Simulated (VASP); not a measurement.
# Co (I4_1/amd) in VASP: single point with PBEsol

Aim: the single point of Co with PBEsol.

Everything below comes from runs of VASP 6.6.1. Logs are shortened: lines on timing, memory, paths and dates and some standing lists are left out, and cuts for length are marked.

## 1. The cell of the first run

Symmetry: I4_1/amd, No. 141, tetragonal system. The conventional cell has a = 4.210 Å, b = 4.210 Å, c = 2.266 Å, α = 90.00°, β = 90.00°, γ = 90.00°. Within 2.9 Å of Co (site symmetry -4m2) lie 10 Co at 2.18 to 2.71 Å.

## 2. Single point, PBEsol, collinear spin, ferromagnetic start

Input file INCAR:

```
SYSTEM = Co
PREC = Accurate ; ENCUT = 520
EDIFF = 1E-7 ; ISMEAR = -1
SIGMA = 0.08 ; LREAL = .False.
LASPH = .True. ; NELM = 150
ALGO = Normal ; ISIF = 2
LWAVE = .False. ; LCHARG = .False.
ISPIN = 2 ; MAGMOM = 1.7 1.7
LORBIT = 11 ; LMAXMIX = 4
GGA = PS ; NBANDS = 20
```

Input file KPOINTS:

```
regular mesh
0
Gamma
  19 19 19
  0 0 0
```

Input file POSCAR:

```
Co
1.0
   -2.1050855506      2.1050855506      1.1329729203
    2.1050855506     -2.1050855506      1.1329729203
    2.1050855506      2.1050855506     -1.1329729203
Co
2
Direct
   -0.3750000000     -0.1250000000     -0.2500000000
    0.3750000000      0.1250000000      0.2500000000
```

Potentials or basis: VASP PAW PBE potentials, release 64 (Co).

On the command line:

```sh
> cat potpaw_PBE.64/Co/POTCAR > POTCAR
> mpirun -np 1 vasp_std > vasp.out
```

OUTCAR:

```text
SYSTEM = Co
   PREC = Accurate
   ENCUT = 520
   EDIFF = 1E-7
   ISMEAR = -1
   LREAL = .False.
   LASPH = .True.
   NELM = 150
   ISIF = 2
   ISPIN = 2
   LORBIT = 11
   GGA = PS

 ion  position               nearest neighbor table
   1  0.625  0.875  0.750-   2 2.18   2 2.18   2 2.18   2 2.18   2 2.71   2 2.71   2 2.71   2 2.71

   2  0.375  0.125  0.250-   1 2.18   1 2.18   1 2.18   1 2.18   1 2.71   1 2.71   1 2.71   1 2.71

  LATTYP: Found a body centered tetragonal cell.
 ALAT       =     4.2101711012
 C/A-ratio  =     0.5382075422

  Lattice vectors:

 A1 = (  -2.1050855506,   2.1050855506,   1.1329729203)
 A2 = (   2.1050855506,  -2.1050855506,   1.1329729203)
 A3 = (   2.1050855506,   2.1050855506,  -1.1329729203)

Analysis of symmetry for initial positions (statically):
=====================================================================
 Subroutine PRICEL returns:
 Original cell was already a primitive cell.

 Routine SETGRP: Setting up the symmetry group for a
 body centered tetragonal supercell.

 Subroutine GETGRP returns: Found 16 space group operations
 (whereof  4 operations were pure point group operations)
 out of a pool of 16 trial point group operations.

The static configuration has the point symmetry C_2h.
 The point group associated with its full space group is D_4h.

Analysis of symmetry for dynamics (positions and initial velocities):
=====================================================================
 Subroutine PRICEL returns:
 Original cell was already a primitive cell.

 Routine SETGRP: Setting up the symmetry group for a
 body centered tetragonal supercell.

 Subroutine GETGRP returns: Found 16 space group operations
 (whereof  4 operations were pure point group operations)
 out of a pool of 16 trial point group operations.

The dynamic configuration has the point symmetry C_2h.
 The point group associated with its full space group is D_4h.

Analysis of structural, dynamic, and magnetic symmetry:
=====================================================================
 Subroutine PRICEL returns:
 Original cell was already a primitive cell.

 Routine SETGRP: Setting up the symmetry group for a
 body centered tetragonal supercell.

 Subroutine GETGRP returns: Found 16 space group operations
 (whereof  4 operations were pure point group operations)
 out of a pool of 16 trial point group operations.

The overall configuration has the point symmetry C_2h.
 The point group associated with its full space group is D_4h.

 Subroutine INISYM returns: Found 16 space group operations
 (whereof  4 operations are pure point group operations),
 and found     1 'primitive' translations

----------------------------------------------------------------------------------------

                                     Primitive cell

  volume of cell :      20.0826

  direct lattice vectors                    reciprocal lattice vectors
    -2.105085551  2.105085551  1.132972920     0.000000000  0.237520038  0.441316814
     2.105085551 -2.105085551  1.132972920     0.237520038  0.000000000  0.441316814
     2.105085551  2.105085551 -1.132972920     0.237520038  0.237520038  0.000000000

  length of vectors
     3.185341110  3.185341110  3.185341110     0.501174919  0.501174919  0.335904059

  position of ions in fractional coordinates (direct lattice)
     0.625000000  0.875000000  0.750000000
     0.375000000  0.125000000  0.250000000

  ion indices of the primitive-cell ions
   primitive index   ion index
                 1           1
                 2           2

----------------------------------------------------------------------------------------

 KPOINTS: regular mesh

Automatic generation of k-mesh.
 Grid dimensions read from file:
 generate k-points for:   19   19   19

 Generating k-lattice:

  Cartesian coordinates                     Fractional coordinates (reciprocal lattice)
     0.000000000  0.012501055  0.023227201     0.052631579  0.000000000  0.000000000
     0.012501055  0.000000000  0.023227201     0.000000000  0.052631579  0.000000000
     0.012501055  0.012501055  0.000000000     0.000000000  0.000000000  0.052631579

  Length of vectors
     0.026377627  0.026377627  0.017679161

  Shift w.r.t. Gamma in fractional coordinates (k-lattice)
     0.000000000  0.000000000  0.000000000

 Subroutine IBZKPT returns following result:
 ===========================================

 Found    550 irreducible k-points:

 Following reciprocal coordinates:
            Coordinates               Weight
  0.000000  0.000000  0.000000      1.000000
  0.052632 -0.000000  0.000000      8.000000
  0.105263 -0.000000  0.000000      8.000000
  0.157895  0.000000  0.000000      8.000000
  0.210526 -0.000000  0.000000      8.000000
  0.263158 -0.000000  0.000000      8.000000
[... 16 lines left out ...]
 -0.315789  0.052632 -0.000000     16.000000
 -0.263158  0.052632 -0.000000     16.000000
 [... further k-points ...]
   k-points           NKPTS =    550   k-points in BZ     NKDIM =    550   number of bands    NBANDS=     20
   number of dos      NEDOS =    301   number of ions     NIONS =      2
   total plane-waves  NPLWV =  13824
   dimension x,y,z NGX =    24 NGY =   24 NGZ =   24
   dimension x,y,z NGXF=    48 NGYF=   48 NGZF=   48
   ions per type =               2
   NGX,Y,Z   is equivalent  to a cutoff of  12.53, 12.53, 12.53 a.u.
   NGXF,Y,Z  is equivalent  to a cutoff of  25.05, 25.05, 25.05 a.u.
 SYSTEM =  Co
   PREC   = accura    normal or accurate (medium, high low for compatibility)
   ISTART =      0    job   : 0-new  1-cont  2-samecut
   ICHARG =      2    charge: 1-file 2-atom 10-const
   ISPIN  =      2    spin polarized calculation?
   LNONCOLLINEAR =      F non collinear calculations
   LSORBIT =      F    spin-orbit coupling
   LASPH  =      T    aspherical Exc in radial PAW
   ENCUT  =  520.0 eV  38.22 Ry    6.18 a.u.   5.92  5.92  5.92*2*pi/ulx,y,z
   NELM   =    150;   NELMIN=  2; NELMDL= -5     # of ELM steps
   EDIFF  = 0.1E-06   stopping-criterion for ELM
   LREAL  =      F    real-space projection
   EDIFFG = 0.1E-05   stopping-criterion for IOM
   NSW    =      0    number of steps for IOM
   IBRION =     -1    ionic relax: 0-MD 1-quasi-New 2-CG
   NFREE  =      0    steps in history (QN), initial steepest desc. (CG)
   ISIF   =      2    stress and relaxation
   ISYM   =      2    0-nonsym 1-usesym 2-fastsym
   POTIM  = 0.5000    time-step for ionic-motion
   TEBEG  =    0.0;   TEEND  =   0.0 temperature during run
   PSTRESS=    0.0 pullay stress
   NELECT =      18.0000    total number of electrons
   NUPDOWN=      -1.0000    fix difference up-down
   EMIN   =  10.00;   EMAX   =-10.00  energy-range for DOS
   EFERMI =   0.00;   METHOD = LEGACY
   ISMEAR =    -1;   SIGMA  =   0.08  broadening in eV -4-tet -1-fermi 0-gaus
   EFERMI_NEDOS =   21; number of points for ismear=-14 and -15
   IALGO  =     38    algorithm
   IMIX   =      4    mixing-type and parameters
     AMIX     =   0.40;   BMIX     =  1.00
     AMIX_MAG =   1.60;   BMIX_MAG =  1.00
  volume/ion in A,a.u.               =      10.04        67.76
  Fermi-wavevector in a.u.,A,eV,Ry     =   1.578432  2.982805 33.898220  2.491449
  Thomas-Fermi vector in A             =   2.678964
   LORBIT       =     11    0 simple, 1 ext, 2 COOP (PROOUT), +10 PAW based schemes
   GGA     = PS    functional components
   LHFCALC =     F    Hartree Fock is set to
   AEXX    =    0.0000 exact exchange contribution
   IVDW    =     0    specifies the selected vdW correction
   LEPSILON=     F    determine dielectric tensor
   LRPA    =     F    only Hartree local field effects (RPA)
 spin polarized calculation
  energy-cutoff  :      520.00
  volume of cell :       20.08
 maximum number of plane-waves:       552
   NGX = 11   NGY = 11   NGZ = 11

 number of electron      17.9999990 magnetization       2.9546703

 Free energy of the ion-electron system (eV)
  ---------------------------------------------------
  ext. energy  EPLUGINS =         0.00000000
  ---------------------------------------------------
  free energy    TOTEN  =       -14.05890532 eV

  energy without entropy =      -13.98996468  energy(sigma->0) =      -14.02443500

 E-fermi :  11.5115     XC(G=0): -13.9810

 val. band max:       11.5096993297   @ k =  -0.3158  -0.4737   0.2105
 cond. band min:      11.5117283385   @ k =  -0.4737   0.4737   0.2632
 fundamental gap:      0.0020290087
 Fermi energy:        11.5115376334

 spin component 1

 k-point     1 :       0.0000    0.0000    0.0000
  band No.  band energies     occupation
      1       1.8396      1.00000
      2       5.4128      1.00000
      3       6.8256      1.00000
      4       7.2105      1.00000
      5       7.6804      1.00000
      6      10.0080      1.00000
[... 12 lines left out ...]
     19      39.6180      0.00000
     20      39.6180      0.00000
[... 507 lines left out ...]
 k-point    24 :      -0.2632    0.0526   -0.0000
  band No.  band energies     occupation
      1       3.7854      1.00000
      2       6.1603      1.00000
      3       7.0900      1.00000
      4       7.7627      1.00000
      5       8.2947      1.00000
      6       8.6399      1.00000
[... 12 lines left out ...]
     19      34.2391      0.00000
     20      37.1930      0.00000

 [... further k-points ...]

 spin component 2

 k-point     1 :       0.0000    0.0000    0.0000
  band No.  band energies     occupation
      1       2.0158      1.00000
      2       6.5506      1.00000
      3       7.9314      1.00000
      4       8.3693      1.00000
      5       8.9576      1.00000
      6      11.6554      0.14209
[... 12 lines left out ...]
     19      39.8593      0.00000
     20      39.8593      0.00000
[... 507 lines left out ...]
 k-point    24 :      -0.2632    0.0526   -0.0000
  band No.  band energies     occupation
      1       3.9901      1.00000
      2       7.3288      1.00000
      3       8.2255      1.00000
      4       8.9573      1.00000
      5       9.6081      1.00000
      6      10.0603      1.00000
[... 12 lines left out ...]
     19      34.7223      0.00000
     20      37.5317      0.00000

 [... further k-points ...]

------------------------ aborting loop because EDIFF is reached ----------------------------------------

  FORCE on cell =-STRESS in cart. coord.  units (eV):
  Direction    XX          YY          ZZ          XY          YZ          ZX
  --------------------------------------------------------------------------------------
  -------------------------------------------------------------------------------------
  Total        4.0321464      4.0321464      4.0999184     -0.0000000     -0.0000000     -0.0000000
  in kB      321.6828078    321.6828078    327.0896287     -0.0000000     -0.0000000     -0.0000000
  external PRESSURE =     323.4850814 kB  Pullay stress =       0.0000000 kB

 VOLUME and BASIS-vectors are now :
 -----------------------------------------------------------------------------
  energy-cutoff  :      520.00
  volume of cell :       20.08
      direct lattice vectors                 reciprocal lattice vectors
    -2.105085551  2.105085551  1.132972920     0.000000000  0.237520038  0.441316814
     2.105085551 -2.105085551  1.132972920     0.237520038  0.000000000  0.441316814
     2.105085551  2.105085551 -1.132972920     0.237520038  0.237520038  0.000000000

 POSITION                                       TOTAL-FORCE (eV/Angst)
 -----------------------------------------------------------------------------------
      2.10509      1.05254      0.84973         0.000000     -0.000000     -0.000000
      0.00000      1.05254      0.28324        -0.000000      0.000000      0.000000
 -----------------------------------------------------------------------------------
    total drift:                               -0.000000      0.000000      0.000000

  FREE ENERGIE OF THE ION-ELECTRON SYSTEM (eV)
  ---------------------------------------------------
  free  energy   TOTEN  =       -14.0589053244 eV

  energy  without entropy=      -13.9899646786  energy(sigma->0) =      -14.02443500

 total charge

# of ion       s       p       d       tot
------------------------------------------
    1        0.562   0.592   7.415   8.569
    2        0.562   0.592   7.415   8.569
--------------------------------------------------
tot          1.123   1.185  14.830  17.138

 magnetization (x)

# of ion       s       p       d       tot
------------------------------------------
    1       -0.003  -0.013   1.479   1.463
    2       -0.003  -0.013   1.479   1.463
--------------------------------------------------
tot         -0.006  -0.026   2.958   2.926
```

It took 8.6 min on 1 thread of Intel Xeon 8259CL, shared host; peak memory 0.4 GiB.

What came out:

```yaml
Free_energy: -14.0589 eV
Pressure: 32.3 GPa
Net_moment: 2.95 μB per cell
Site_moments: Co +1.46 μB
Valence_electrons_inside_the_program's_atomic_spheres: Co 8.57
```

Stress tensor (GPa, compression positive):
```
32.17  0.00  0.00
 0.00 32.17  0.00
 0.00  0.00 32.71
```

Levels at points of the mesh, in eV from the Fermi level:
Spin up:
```tsv
k point	band 6	band 7	band 8	band 9	band 10	band 11	band 12	band 13	band 14	band 15
(0.00, 0.00, 0.00)	-1.50	-1.50	-1.46	-1.46	-0.49	0.49	6.67	6.67	13.41	15.96
```
Spin down:
| k point | band 3 | band 4 | band 5 | band 6 | band 7 | band 8 | band 9 | band 10 | band 11 | band 12 |
| --- | --- | --- | --- | --- | --- | --- | --- | --- | --- | --- |
| (0.00, 0.00, 0.00) | -3.58 | -3.14 | -2.55 | 0.14 | 0.14 | 0.19 | 0.19 | 1.42 | 1.93 | 6.91 |

Caveat: the cell stands under pressure; the PAW data sets were made with another functional, which shifts forces and pressure a little.
